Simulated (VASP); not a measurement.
B5Pt:

```
B Pt
1.0
     4.37004    0.00000    0.00000
    -2.18502    3.78456    0.00000
     0.00000    0.00000    3.89270
B Pt
5 1
Direct
  0.33333 0.66667 0.50000
  0.66667 0.33333 0.50000
  0.50000 0.00000 0.50000
  0.00000 0.50000 0.50000
  0.50000 0.50000 0.50000
  0.00000 0.00000 0.00000
```

| Quantity | Value |
| --- | --- |
| Program | VASP 6.6.1 |
| Task | relaxation of cell and atoms |
| Functional | PBE |
| Potentials or basis | VASP PAW PBE potentials, release 64 (B, Pt) |
| Cutoff | 600 eV |
| k mesh | 6 × 6 × 4 |
| Occupations | gaussian, width 0.1 eV |
| Spin | no spin polarisation |

At the start: pressure 93.7 GPa; volume 10.73 Å³/atom.

Question: How do energy, volume and symmetry change on relaxing?

Answer: Over 22 steps the energy falls by 2289.3 meV/atom and the volume is 10.85 Å³/atom (+1.2 %); space group P6/mmm (No. 191, to 0.05 Å).

The path:
| step | energy change (eV) | largest force (eV/Å) | pressure (GPa) | volume (Å³) |
| --- | --- | --- | --- | --- |
| 1 | 0.0000 | 0.0000 | 93.71 | 64.38 |
| 2 | -7.5097 | 0.0000 | -19.79 | 135.12 |
| 3 | -11.3654 | 0.0000 | -3.41 | 99.49 |
| 4 | -11.3649 | 0.0000 | -2.61 | 98.72 |
| 5 | -11.5840 | 0.0000 | -2.82 | 95.01 |
| 6 | -12.2283 | 0.0000 | -2.88 | 85.54 |
| 7 | -13.4332 | 0.0000 | 6.12 | 66.34 |
| 8 | -13.5759 | 0.0000 | -1.54 | 67.59 |
| 9 | -13.5811 | 0.0000 | -3.79 | 67.99 |
| 10 | -13.5819 | 0.0000 | -3.41 | 67.93 |
| 11 | -13.5836 | 0.0000 | -2.39 | 67.76 |
| 12 | -13.5838 | 0.0000 | -2.63 | 67.80 |
| 13 | -13.6247 | 0.0000 | -1.69 | 66.43 |
| 14 | -13.5591 | 0.0000 | 8.04 | 62.18 |
| 15 | -13.6803 | 0.0000 | -0.60 | 65.47 |
| 16 | -13.7241 | 0.0000 | 2.92 | 63.84 |
| 17 | -13.7279 | 0.0000 | 1.10 | 64.49 |
| 18 | -13.7313 | 0.0000 | 1.87 | 64.21 |
| 19 | -13.6601 | 0.0000 | 2.83 | 63.91 |
| 20 | -13.7316 | 0.0000 | 1.95 | 64.19 |
| 21 | -13.7316 | 0.0000 | 1.94 | 64.19 |
| 22 | -13.7360 | 0.0000 | -0.43 | 65.13 |

Final structure:
```cif
data_structure
_symmetry_space_group_name_H-M 'P 1'
_symmetry_Int_Tables_number 1
_cell_length_a 5.7835
_cell_length_b 5.7835
_cell_length_c 2.2483
_cell_angle_alpha 90.000
_cell_angle_beta 90.000
_cell_angle_gamma 120.000
_cell_volume 65.13
loop_
_atom_site_label
_atom_site_type_symbol
_atom_site_fract_x
_atom_site_fract_y
_atom_site_fract_z
_atom_site_occupancy
B1 B 0.33333 0.66667 0.50000 1
B2 B 0.66667 0.33333 0.50000 1
B3 B 0.50000 0.00000 0.50000 1
B4 B 0.00000 0.50000 0.50000 1
B5 B 0.50000 0.50000 0.50000 1
Pt1 Pt 0.00000 0.00000 0.00000 1
```

Caveat: the k points lie up to 0.70 Å⁻¹ apart in the final cell.
